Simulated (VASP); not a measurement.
Input of a VASP 6.6.1 run:

The input INCAR:

```
SYSTEM = Ge
  ALGO = Normal
  EDIFF = 1E-7
  ENCUT = 520
  GGA = PS
  ISIF = 2
  ISMEAR = 1
  LASPH = .TRUE.
  LCHARG = .TRUE.
  LELF = .TRUE.
  LREAL = .FALSE.
  LVHAR = .TRUE.
  LWAVE = .FALSE.
  NBANDS = 21
  NELM = 60
  PREC = Accurate
  SIGMA = 0.1
```

KPOINTS

```
k-points
0
G
  11 11 6
  0 0 0
```

POSCAR

```
Ge
1.0
    1.5172379192     -2.6455791942      0.0000000000
    1.5172379192      2.6455791942      0.0000000000
    0.0000000000      0.0000000000      4.8203175008
Ge
2
Direct
    0.6665530000      0.3334470000      0.2500000000
    0.3334470000      0.6665530000      0.7500000000
```

Potentials or basis: VASP PAW PBE potentials, release 64 (Ge_d).

Command:

```console
$ cat potpaw_PBE.64/Ge_d/POTCAR > POTCAR
$ mpirun -np 1 vasp_std > vasp.out
```

Q: What does it give for the largest force?

A: 0.010 eV/Å.

Q: Predict the band gap on the k mesh.

A: Zero (band 14 reaches 12.66 eV, above the bottom of band 15 at 3.88 eV).

Q: Estimate the pressure.

A: -3.4 GPa.

Forces in eV/Å, atoms in the order of the input:
```
Ge   0.000  0.010  0.000
Ge   0.000 -0.010  0.000
```

Caveat: the PAW data sets were made with another functional, which shifts forces and pressure a little.
